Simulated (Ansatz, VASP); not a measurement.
## Two plane-wave programs on Sc

INCAR

```
PREC = Accurate
ENCUT = 500
EDIFF = 1E-6
ISMEAR = -1
SIGMA = 0.0816
LREAL = False
LASPH = True
NELM = 120
ALGO = Normal
ISIF = 2
LWAVE = False
LCHARG = False
GGA = PS
NBANDS = 18
GGA_COMPAT = False
```

KPOINTS

```
Automatic mesh
0
Gamma
  9 9 5
```

The input POSCAR:

```
Sc
1.0
    3.2791370533      0.0000000000      0.0000000000
   -1.6395685267      2.8398159907      0.0000000000
    0.0000000000      0.0000000000      5.3122020264
Sc
2
Direct
    0.3333333330      0.6666666670      0.2500000000
    0.6666666670      0.3333333330      0.7500000000
```

Input for Ansatz:

```yaml
crystal:
  lattice:
    - [3.2791370533, 0.0, 0.0]
    - [-1.6395685267, 2.8398159907, 0.0]
    - [0.0, 0.0, 5.3122020264]
  atoms:
    - { symbol: Sc, position: [0.333333333, 0.666666667, 0.25] }
    - { symbol: Sc, position: [0.666666667, 0.333333333, 0.75] }
kpoints:
  mp_grid: { grid: [9, 9, 5] }
scf:
  occupations: { method: fermi_dirac, width: 0.0816 }
hamiltonian:
  xc: pbesol
  pseudopotentials: { kind: paw }
output:
  forces: true
  stress: true
  eigenvalues: true
  core_levels:
    shells: { Sc: ["1s", "2s"] }
    counted_from: fermi_level
    add_spin: false
```

Alike in both runs: task single point; functional PBEsol; k mesh 9 × 9 × 5; occupations fermi-dirac, width 0.0816 eV; no spin polarisation.

```csv
,VASP,Ansatz
version,VASP 6.6.1,Ansatz 0.2.0
potentials or method,"VASP PAW PBE potentials, release 64 (Sc_sv)","PAW with Ansatz's default frozen-core files, scalar-relativistic"
plane-wave cutoff (eV),500,420
valence electrons in the cell,22,22
```

|  | VASP | Ansatz | Ansatz less VASP |
| --- | --- | --- | --- |
| pressure (GPa) | -2.2 | -2.2 | +0.01 |
| traceless stress, the component that is largest in VASP (GPa) | -1.79 | -1.79 | -0.001 |

VASP's potentials were made for PBE, not for PBEsol.
